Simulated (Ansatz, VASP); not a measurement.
# Ru in VASP and in Ansatz

File INCAR:

```
SYSTEM = Ru
  PREC = Accurate
  ENCUT = 500
  EDIFF = 1E-7
  ISMEAR = -1
  SIGMA = 0.05
  LREAL = .False.
  LASPH = .True.
  NELM = 120
  ALGO = Normal
  ISIF = 3
  LWAVE = .False.
  LCHARG = .False.
  GGA = LIBXC
  LIBXC1 = GGA_X_B88
  LIBXC2 = GGA_C_PBE
  IBRION = 2
  NSW = 60
  EDIFFG = -0.01
  GGA_COMPAT = .False.
  NELMIN = 4
```

Contents of KPOINTS:

```
regular mesh
0
Gamma
  11 11 6
  0 0 0
```

File POSCAR:

```
Ru
1.0
    2.7058000000      0.0000000000      0.0000000000
   -1.3529000000      2.3432915376      0.0000000000
    0.0000000000      0.0000000000      4.2819000000
Ru
2
Direct
    0.6666666667      0.3333333333      0.7500000000
    0.3333333333      0.6666666667      0.2500000000
```

Contents of input.yaml:

```yaml
crystal:
  lattice:
    - [2.7058, 0.0, 0.0]
    - [-1.3529, 2.3432915376, 0.0]
    - [0.0, 0.0, 4.2819]
  atoms:
    - { symbol: Ru, position: [0.6666666667, 0.3333333333, 0.75] }
    - { symbol: Ru, position: [0.3333333333, 0.6666666667, 0.25] }
hamiltonian:
  xc: { exchange: b88, correlation: pbe }
  pseudopotentials: { kind: paw }
kpoints:
  mp_grid: { grid: [11, 11, 6] }
scf:
  occupations: { method: fermi_dirac, width: 0.05 }
output:
  forces: true
  stress: true
relax:
  f_tol: 0.01
  max_steps: 40
  cell: { stress_tol: 0.05 }
```

Alike in both runs: task relaxation of cell and atoms; functional b88 exchange, pbe correlation; k mesh 11 × 11 × 6; occupations fermi-dirac, width 0.05 eV; no spin polarisation.

|  | VASP | Ansatz |
| --- | --- | --- |
| version | VASP 6.6.1 | Ansatz 0.2.0 |
| potentials or method | VASP PAW PBE potentials, release 64 (Ru_pv) | Ansatz PAW |
| plane-wave cutoff (eV) | 500 | 420 |
| valence electrons in the cell | 28 | 32 |

```csv
,VASP,Ansatz,Ansatz less VASP
relaxed volume (Å³/atom),13.76,13.76,+0.006
relaxed cell length with the largest relative difference (Å),2.719,2.719,+0.0004
```

VASP's potentials were made for PBE, not for b88 exchange, pbe correlation. VASP's potentials hold 28 valence electrons a cell and Ansatz's 32, so a difference there can come from the potentials and not from the codes.

Noted on Ansatz's run: the plane-wave basis is chosen anew once the cell has moved, so the energies of steps on either side of that aren't comparable.
